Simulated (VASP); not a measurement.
# BaS (I4/mmm) in VASP: settings compared

Aim: see how the results for BaS move with the level of theory and the settings. Levels: PBE, r2SCAN. Tasks: single point.

All numbers are computed with VASP 6.6.1; they aren't measurements. Logs are shortened: lines on timing, memory, paths and dates and some standing lists are left out, and cuts for length are marked.

## 1. The cell of the first run

It takes space group I4/mmm (No. 139, tetragonal). Conventional cell: a = 4.623 Å, b = 4.623 Å, c = 6.385 Å, α = 90.00°, β = 90.00°, γ = 90.00°. Ba (site symmetry 4/mmm) has 6 S at 3.19 to 3.27 Å within 4.2 Å. Within 4.2 Å of S (site symmetry 4/mmm) lie 6 Ba at 3.19 to 3.27 Å.

## 2. Single point, PBE (epitaxial xy strain +1.8%)

INCAR reads:

```
SYSTEM = BaS
PREC     = Accurate       ! precision mode
ENCUT    = 520            ! plane-wave cutoff, eV
EDIFF    = 1E-6           ! SCF threshold, eV
ISMEAR   = -1             ! smearing method
SIGMA    = 0.02           ! smearing width, eV
LREAL    = .False.        ! projectors in reciprocal space
LASPH    = .True.         ! aspherical terms in the spheres
NELM     = 100            ! most SCF steps
ALGO     = Normal         ! electronic algorithm
ISIF     = 2              ! what is computed and relaxed
LWAVE    = .False.        ! write WAVECAR
LCHARG   = .False.        ! write CHGCAR
GGA      = PE             ! functional
NBANDS   = 15             ! bands
```

KPOINTS reads:

```
regular mesh
0
Gamma
  8 8 8
  0 0 0
```

POSCAR reads:

```
BaS
1.0
    0.0000000000      3.2692870207      3.1925847480
    3.2692870207      0.0000000000      3.1925847480
    3.2692870207      3.2692870207      0.0000000000
Ba S
1 1
Direct
    0.0000000000      0.0000000000      0.0000000000
    0.5000000000      0.5000000000      0.5000000000
```

Potentials or basis: VASP PAW PBE potentials, release 64 (Ba_sv, S).

Run with:

```
> cat potpaw_PBE.64/Ba_sv/POTCAR potpaw_PBE.64/S/POTCAR > POTCAR
> mpirun -np 1 vasp_std > vasp.out
```

OUTCAR:

```text
SYSTEM = BaS
   PREC = Accurate
   ENCUT = 520
   EDIFF = 1E-6
   ISMEAR = -1
   LREAL = .False.
   LASPH = .True.
   NELM = 100
   ISIF = 2
   GGA = PE

 ion  position               nearest neighbor table
   1  0.000  0.000  0.000-   2 3.19   2 3.19   2 3.27   2 3.27   2 3.27   2 3.27
   2  0.500  0.500  0.500-   1 3.19   1 3.19   1 3.27   1 3.27   1 3.27   1 3.27

  LATTYP: Found a body centered tetragonal cell.
 ALAT       =     4.6234700440
 C/A-ratio  =     1.3810340362

  Lattice vectors:

 A1 = (   0.0000000000,  -3.2692870207,  -3.1925847480)
 A2 = (   0.0000000000,   3.2692870207,  -3.1925847480)
 A3 = (   3.2692870207,   0.0000000000,   3.1925847480)

Analysis of symmetry for initial positions (statically):
=====================================================================
 Subroutine PRICEL returns:
 Original cell was already a primitive cell.

 Routine SETGRP: Setting up the symmetry group for a
 body centered tetragonal supercell.

 Subroutine GETGRP returns: Found 16 space group operations
 (whereof 16 operations were pure point group operations)
 out of a pool of 16 trial point group operations.

The static configuration has the point symmetry D_4h.

Analysis of symmetry for dynamics (positions and initial velocities):
=====================================================================
 Subroutine PRICEL returns:
 Original cell was already a primitive cell.

 Routine SETGRP: Setting up the symmetry group for a
 body centered tetragonal supercell.

 Subroutine GETGRP returns: Found 16 space group operations
 (whereof 16 operations were pure point group operations)
 out of a pool of 16 trial point group operations.

The dynamic configuration has the point symmetry D_4h.

 Subroutine INISYM returns: Found 16 space group operations
 (whereof 16 operations are pure point group operations),
 and found     1 'primitive' translations

----------------------------------------------------------------------------------------

                                     Primitive cell

  volume of cell :      68.2462

  direct lattice vectors                    reciprocal lattice vectors
     0.000000000  3.269287021  3.192584748    -0.152938545  0.152938545  0.156612914
     3.269287021  0.000000000  3.192584748     0.152938545 -0.152938545  0.156612914
     3.269287021  3.269287021  0.000000000     0.152938545  0.152938545 -0.156612914

  length of vectors
     4.569555230  4.569555230  4.623470044     0.267035582  0.267035582  0.267035582

  position of ions in fractional coordinates (direct lattice)
     0.000000000  0.000000000  0.000000000
     0.500000000  0.500000000  0.500000000

  ion indices of the primitive-cell ions
   primitive index   ion index
                 1           1
                 2           2

----------------------------------------------------------------------------------------

 KPOINTS: regular mesh

Automatic generation of k-mesh.
 Grid dimensions read from file:
 generate k-points for:    8    8    8

 Generating k-lattice:

  Cartesian coordinates                     Fractional coordinates (reciprocal lattice)
    -0.019117318  0.019117318  0.019576614     0.125000000  0.000000000  0.000000000
     0.019117318 -0.019117318  0.019576614     0.000000000  0.125000000  0.000000000
     0.019117318  0.019117318 -0.019576614     0.000000000  0.000000000  0.125000000

  Length of vectors
     0.033379448  0.033379448  0.033379448

  Shift w.r.t. Gamma in fractional coordinates (k-lattice)
     0.000000000  0.000000000  0.000000000

 Subroutine IBZKPT returns following result:
 ===========================================

 Found     59 irreducible k-points:

 Following reciprocal coordinates:
            Coordinates               Weight
  0.000000  0.000000  0.000000      1.000000
  0.125000 -0.000000  0.000000      8.000000
  0.250000 -0.000000  0.000000      8.000000
  0.375000  0.000000  0.000000      8.000000
  0.500000 -0.000000  0.000000      4.000000
  0.125000  0.125000  0.000000      2.000000
[... 16 lines left out ...]
  0.250000  0.000000  0.125000     16.000000
  0.375000  0.000000  0.125000     16.000000
 [... further k-points ...]
   k-points           NKPTS =     59   k-points in BZ     NKDIM =     59   number of bands    NBANDS=     15
   number of dos      NEDOS =    301   number of ions     NIONS =      2
   total plane-waves  NPLWV =  46656
   dimension x,y,z NGX =    36 NGY =   36 NGZ =   36
   dimension x,y,z NGXF=    72 NGYF=   72 NGZF=   72
   ions per type =               1   1
   NGX,Y,Z   is equivalent  to a cutoff of  13.10, 13.10, 12.94 a.u.
   NGXF,Y,Z  is equivalent  to a cutoff of  26.19, 26.19, 25.89 a.u.
 SYSTEM =  BaS
   PREC   = accura    normal or accurate (medium, high low for compatibility)
   ISTART =      0    job   : 0-new  1-cont  2-samecut
   ICHARG =      2    charge: 1-file 2-atom 10-const
   ISPIN  =      1    spin polarized calculation?
[... 58 lines left out ...]
 Fermi energy:         1.6682701229

 k-point     1 :       0.0000    0.0000    0.0000
  band No.  band energies     occupation
      1     -25.0035      2.00000
      2     -10.0648      2.00000
      3     -10.0648      2.00000
      4     -10.0625      2.00000
      5      -9.0716      2.00000
      6       1.1983      2.00000
      7       1.1983      2.00000
      8       1.2666      2.00000
      9       4.5786      0.00000
     10       5.0271      0.00000
     11       5.0271      0.00000
     12       5.1842      0.00000
     13       5.8890      0.00000
     14       6.0473      0.00000
     15       9.8746      0.00000

 k-point     2 :       0.1250   -0.0000    0.0000
  band No.  band energies     occupation
      1     -24.9983      2.00000
      2     -10.2896      2.00000
      3     -10.0713      2.00000
      4     -10.0671      2.00000
      5      -8.8321      2.00000
      6       0.8277      2.00000
      7       1.0127      2.00000
      8       1.0485      2.00000
      9       4.9992      0.00000
     10       5.2176      0.00000
     11       5.2558      0.00000
     12       5.3628      0.00000
     13       6.2994      0.00000
     14       6.4845      0.00000
     15      10.4644      0.00000

 k-point     3 :       0.2500   -0.0000    0.0000
  band No.  band energies     occupation
      1     -24.9859      2.00000
      2     -10.6507      2.00000
      3     -10.0868      2.00000
      4     -10.0758      2.00000
      5      -8.4361      2.00000
      6       0.1272      2.00000
      7       0.6407      2.00000
      8       0.6507      2.00000
      9       5.2769      0.00000
     10       5.8915      0.00000
     11       5.9432      0.00000
     12       6.3121      0.00000
     13       7.3363      0.00000
     14       7.5762      0.00000
     15      11.5559      0.00000

 k-point     4 :       0.3750    0.0000    0.0000
  band No.  band energies     occupation
      1     -24.9733      2.00000
      2     -10.9148      2.00000
      3     -10.1022      2.00000
      4     -10.0844      2.00000
      5      -8.1343      2.00000
      6      -0.4183      2.00000
      7       0.3283      2.00000
      8       0.3370      2.00000
      9       5.8517      0.00000
     10       6.7858      0.00000
     11       6.7927      0.00000
     12       7.1077      0.00000
     13       8.6241      0.00000
     14       8.8984      0.00000
     15      11.0884      0.00000
[... 307 lines left out ...]
 k-point    22 :       0.1250    0.0000    0.1250
  band No.  band energies     occupation
      1     -24.9968      2.00000
      2     -10.2859      2.00000
      3     -10.0872      2.00000
      4     -10.0859      2.00000
      5      -8.8191      2.00000
      6       0.5487      2.00000
      7       1.1278      2.00000
      8       1.1961      2.00000
      9       4.6783      0.00000
     10       5.0889      0.00000
     11       5.5234      0.00000
     12       5.6717      0.00000
     13       6.1403      0.00000
     14       6.8931      0.00000
     15      10.6187      0.00000

 k-point    23 :       0.2500    0.0000    0.1250
  band No.  band energies     occupation
      1     -24.9870      2.00000
      2     -10.5327      2.00000
      3     -10.1069      2.00000
      4     -10.0985      2.00000
      5      -8.5686      2.00000
      6       0.1253      2.00000
      7       0.8620      2.00000
      8       0.9567      2.00000
      9       4.6248      0.00000
     10       5.7553      0.00000
     11       6.1248      0.00000
     12       6.2509      0.00000
     13       6.6850      0.00000
     14       7.9803      0.00000
     15      11.6271      0.00000

 k-point    24 :       0.3750    0.0000    0.1250
  band No.  band energies     occupation
      1     -24.9746      2.00000
      2     -10.7913      2.00000
      3     -10.1229      2.00000
      4     -10.1145      2.00000
      5      -8.3008      2.00000
      6      -0.2086      2.00000
      7       0.4525      2.00000
      8       0.5970      2.00000
      9       5.0423      0.00000
     10       6.7974      0.00000
     11       6.8416      0.00000
     12       7.0328      0.00000
     13       7.7876      0.00000
     14       8.9505      0.00000
     15      10.9401      0.00000

 [... further k-points ...]
[... 5 lines left out ...]
  --------------------------------------------------------------------------------------
  -------------------------------------------------------------------------------------
  Total       -0.4612896     -0.4612896      0.2659818      0.0000000     -0.0000000      0.0000000
  in kB      -10.8294331    -10.8294331      6.2443026      0.0000000     -0.0000000      0.0000000
  external PRESSURE =      -5.1381878 kB  Pullay stress =       0.0000000 kB

 VOLUME and BASIS-vectors are now :
 -----------------------------------------------------------------------------
  energy-cutoff  :      520.00
  volume of cell :       68.25
      direct lattice vectors                 reciprocal lattice vectors
     0.000000000  3.269287021  3.192584748    -0.152938545  0.152938545  0.156612914
     3.269287021  0.000000000  3.192584748     0.152938545 -0.152938545  0.156612914
     3.269287021  3.269287021  0.000000000     0.152938545  0.152938545 -0.156612914

 POSITION                                       TOTAL-FORCE (eV/Angst)
 -----------------------------------------------------------------------------------
      0.00000      0.00000      0.00000         0.000000      0.000000      0.000000
      3.26929      3.26929      3.19258         0.000000     -0.000000      0.000000
 -----------------------------------------------------------------------------------
    total drift:                                0.000000      0.000000      0.000000

  FREE ENERGIE OF THE ION-ELECTRON SYSTEM (eV)
  ---------------------------------------------------
  free  energy   TOTEN  =       -10.1869618769 eV

  energy  without entropy=      -10.1869618769  energy(sigma->0) =      -10.18696188
```

Wall time 61 s (1 thread of Intel Xeon 6975P-C, shared host); peak memory 0.24 GiB.

Results:

| Property | Result |
| --- | --- |
| Free energy | -10.1870 eV |
| Pressure | -0.5 GPa |
| Band gap on the k mesh | 2.12 eV, indirect (least direct gap 2.29 eV) |

Stress tensor (GPa, compression positive):
```
-1.08  0.00  0.00
 0.00 -1.08  0.00
 0.00  0.00  0.62
```

Caveat: the cell differs from its parent crystal (epitaxial xy strain +1.8%); spin-orbit coupling is left out, which moves the levels of the heavy elements. A k mesh can miss the band edges.

## 3. Single point, PBE (uniaxial x strain +4.5%)

INCAR reads:

```
  PREC = Accurate
  ENCUT = 520
  EDIFF = 1E-7
  ISMEAR = -1
  SIGMA = 0.02
  LREAL = F
  LASPH = T
  NELM = 60
  ALGO = Normal
  ISIF = 2
  LWAVE = F
  LCHARG = F
  GGA = PE
  NBANDS = 15
```

KPOINTS reads:

```
Automatic mesh
0
Gamma
  8 8 8
```

POSCAR reads:

```
BaS
1.0
    0.0000000000      3.2117958745      3.2117958745
    3.3569690480      0.0000000000      3.2117958745
    3.3569690480      3.2117958745      0.0000000000
Ba S
1 1
Direct
    0.0000000000      0.0000000000      0.0000000000
    0.5000000000      0.5000000000      0.5000000000
```

Potentials or basis: VASP PAW PBE potentials, release 64 (Ba_sv, S).

Run with:

```
> cat potpaw_PBE.64/Ba_sv/POTCAR potpaw_PBE.64/S/POTCAR > POTCAR
> mpirun -np 1 vasp_std > vasp.out
```

Wall time 66 s (1 thread of Intel Xeon 6975P-C, shared host); peak memory 0.24 GiB.

The run converged. Its results:

| Quantity | Value |
| --- | --- |
| Free energy | -10.1706 eV |
| Pressure | -0.9 GPa |
| Band gap on the k mesh | 2.16 eV, indirect (least direct gap 2.32 eV) |

Stress tensor (GPa, compression positive):
```
-2.64  0.00  0.00
 0.00 -0.08  0.00
 0.00  0.00 -0.08
```

Levels at points of the mesh, in eV from the valence-band top:
```tsv
k point	band 4	band 5	band 6	band 7	band 8	band 9	band 10	band 11	band 12	band 13
(0.00, 0.00, 0.00)	-11.36	-10.31	-0.10	0.00	0.00	3.21	3.63	3.92	3.92	4.64
(0.50, 0.00, 0.00)	-11.38	-9.31	-1.85	-1.03	-1.01	5.30	5.46	6.00	6.10	8.07
(0.50, 0.50, 0.00)	-11.52	-10.21	-0.55	-0.28	-0.17	2.16	5.48	5.94	6.91	7.30
(0.00, 0.50, 0.50)	-11.50	-10.22	-0.74	-0.15	-0.15	2.18	5.63	5.68	7.13	7.13
```

Caveat: the cell differs from its parent crystal (uniaxial x strain +4.5%); spin-orbit coupling is left out, which moves the levels of the heavy elements.

## 4. Single point, r2SCAN (uniaxial z strain +2.6%)

POSCAR reads:

```
BaS
1.0
    0.0000000000      3.2117958745      3.2940178489
    3.2117958745      0.0000000000      3.2940178489
    3.2117958745      3.2117958745      0.0000000000
Ba S
1 1
Direct
    0.0000000000      0.0000000000      0.0000000000
    0.5000000000      0.5000000000      0.5000000000
```

INCAR.step1 reads:

```
SYSTEM = BaS
ALGO = Normal
EDIFF = 1E-4
ENCUT = 520
GGA = PE
ISMEAR = 0
LASPH = .TRUE.
LCHARG = .FALSE.
LREAL = .FALSE.
LWAVE = .TRUE.
NBANDS = 15
NELM = 100
PREC = Accurate
SIGMA = 0.01
```

INCAR.step2 reads:

```
SYSTEM = BaS
ALGO = Normal
EDIFF = 1E-6
ENCUT = 520
ISIF = 2
ISMEAR = 0
ISTART = 1
LASPH = .TRUE.
LCHARG = .FALSE.
LMIXTAU = .TRUE.
LREAL = .FALSE.
LWAVE = .FALSE.
METAGGA = R2SCAN
NBANDS = 15
NELM = 100
PREC = Accurate
SIGMA = 0.01
```

KPOINTS reads:

```
k-points
0
G
  8 8 8
  0 0 0
```

Run with:

```
> cat potpaw_PBE.64/Ba_sv/POTCAR potpaw_PBE.64/S/POTCAR > POTCAR
> cp INCAR.step1 INCAR
> mpirun -np 1 vasp_std > vasp.out
> cp INCAR.step2 INCAR
> mpirun -np 1 vasp_std > vasp.out
```

It took 3.8 min on 1 thread of Intel Xeon 6975P-C, shared host; peak memory 0.25 GiB.

It converged, with:

```
Free energy            : -39.1989 eV
Pressure               : -0.5 GPa
Band gap on the k mesh : 2.50 eV, indirect (least direct gap 2.65 eV)
```

Stress tensor (GPa, compression positive):
```
 0.16  0.00  0.00
 0.00  0.16  0.00
 0.00  0.00 -1.71
```

Levels at points of the mesh, in eV from the valence-band top:
```tsv
k point	band 6	band 7	band 8	band 9	band 10	band 11
(0.00, 0.00, 0.00)	-0.07	0.00	0.00	3.95	4.16	4.33
(0.50, 0.00, 0.00)	-1.85	-1.04	-1.02	5.86	5.97	6.64
(0.50, 0.50, 0.00)	-0.67	-0.15	-0.15	2.52	6.35	6.44
(0.50, 0.00, 0.50)	-0.55	-0.23	-0.16	2.50	6.28	6.57
```

Caveat: the cell differs from its parent crystal (uniaxial z strain +2.6%); the PAW data sets were made with another functional, which shifts forces and pressure a little; spin-orbit coupling is left out, which moves the levels of the heavy elements.

## 5. Single point, r2SCAN (uniaxial x strain +4.5%)

POSCAR reads:

```
BaS
1.0
    0.0000000000      3.2117958745      3.2117958745
    3.3569690480      0.0000000000      3.2117958745
    3.3569690480      3.2117958745      0.0000000000
Ba S
1 1
Direct
    0.0000000000      0.0000000000      0.0000000000
    0.5000000000      0.5000000000      0.5000000000
```

INCAR.step1 reads:

```
SYSTEM = BaS
ALGO = Normal
EDIFF = 1E-4
ENCUT = 520
GGA = PE
ISMEAR = 0
LASPH = .True.
LCHARG = .False.
LREAL = .False.
LWAVE = .True.
NBANDS = 15
NELM = 100
PREC = Accurate
SIGMA = 0.01
```

INCAR.step2 reads:

```
SYSTEM = BaS
ALGO = Normal
EDIFF = 1E-6
ENCUT = 520
ISIF = 2
ISMEAR = 0
ISTART = 1
LASPH = .True.
LCHARG = .True.
LELF = .True.
LMIXTAU = .True.
LREAL = .False.
LVHAR = .True.
LWAVE = .False.
METAGGA = R2SCAN
NBANDS = 15
NELM = 100
PREC = Accurate
SIGMA = 0.01
```

KPOINTS reads:

```
k-points
0
Gamma
  8 8 8
  0 0 0
```

Run with:

```
> cat potpaw_PBE.64/Ba_sv/POTCAR potpaw_PBE.64/S/POTCAR > POTCAR
> cp INCAR.step1 INCAR
> mpirun -np 1 vasp_std > vasp.out
> cp INCAR.step2 INCAR
> mpirun -np 1 vasp_std > vasp.out
```

It took 4.1 min on 1 thread of Intel Xeon 6975P-C, shared host; peak memory 0.25 GiB.

The run converged. Its results:

- Free energy: -39.1797 eV
- Pressure: -1.1 GPa
- Band gap on the k mesh: 2.51 eV, indirect (least direct gap 2.67 eV)

Stress tensor (GPa, compression positive):
```
-3.00  0.00  0.00
 0.00 -0.14  0.00
 0.00  0.00 -0.14
```

Levels at points of the mesh, in eV from the valence-band top:
```csv
k point,band 4,band 5,band 6,band 7,band 8,band 9,band 10,band 11,band 12,band 13
"(0.00, 0.00, 0.00)",-11.68,-10.75,-0.11,0.00,0.00,3.79,4.06,4.35,4.35,5.20
"(0.50, 0.00, 0.00)",-11.70,-9.66,-1.83,-1.03,-1.00,5.78,5.89,6.54,6.64,8.75
"(0.50, 0.50, 0.00)",-11.84,-10.66,-0.55,-0.29,-0.16,2.51,6.10,6.58,7.45,7.86
"(0.00, 0.50, 0.50)",-11.82,-10.66,-0.75,-0.15,-0.15,2.54,6.27,6.31,7.68,7.68
```

Caveat: the cell differs from its parent crystal (uniaxial x strain +4.5%); the PAW data sets were made with another functional, which shifts forces and pressure a little; spin-orbit coupling is left out, which moves the levels of the heavy elements.

## 6. The runs side by side

```csv
level,cell,smearing,gap on the mesh (eV),pressure (GPa)
PBE,"a = 4.570, b = 4.570, c = 4.623 Å, angles 59.6, 59.6, 60.8°, 2 atoms",fermi-dirac 0.02 eV,2.12,-0.5
PBE,"a = 4.542, b = 4.646, c = 4.646 Å, angles 58.5, 60.7, 60.7°, 2 atoms",fermi-dirac 0.02 eV,2.16,-0.9
r2SCAN,"a = 4.601, b = 4.601, c = 4.542 Å, angles 60.4, 60.4, 59.2°, 2 atoms",gaussian 0.01 eV,2.50,-0.5
r2SCAN,"a = 4.542, b = 4.646, c = 4.646 Å, angles 58.5, 60.7, 60.7°, 2 atoms",gaussian 0.01 eV,2.51,-1.1
```

Alike in all rows: task single point; potentials or basis VASP PAW PBE potentials, release 64 (Ba_sv, S); no spin polarisation; k mesh 8 × 8 × 8; cutoff (eV) 520.

Caveats: spin-orbit coupling is left out, which moves the levels of the heavy elements; the PAW data sets were made with another functional, which shifts forces and pressure a little (some runs).

Total energies depend on the potentials used, so only differences within one code and one set of settings carry meaning.
